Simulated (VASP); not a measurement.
The system is Cu.

```
Cu
1.0
     2.55663    0.00000    0.00000
    -1.27832    2.21411    0.00000
     0.00000    0.00000    4.22795
Cu
2
Direct
  0.33333 0.66667 0.25000
  0.66667 0.33333 0.75000
```

Base run:

| Item | Value |
| --- | --- |
| Program | VASP 6.6.1 |
| Functional | PBEsol |
| Potentials or basis | VASP PAW PBE potentials, release 64 (Cu) |
| Cutoff | 520 eV |
| k mesh | 17 × 17 × 9 |
| Occupations | fermi-dirac, width 0.03 eV |
| Spin | no spin polarisation |

Its results: band gap on the k mesh zero (band 11 reaches 10.91 eV, above the bottom of band 12 at 5.36 eV); pressure -7.4 GPa.

Q: The run is repeated on the same cell with these changes: functional from PBEsol to PBE; further incar settings from ALGO = Normal; EDIFF = 1e-06; NBANDS = 18 to ALGO = Normal; EDIFF = 1e-07; NBANDS = 18. What comes out?

A: Band gap on the k mesh zero (band 11 reaches 11.12 eV, above the bottom of band 12 at 5.54 eV); pressure 0.6 GPa.

Caveats: the PAW data sets were made with another functional, which shifts forces and pressure a little (some runs).
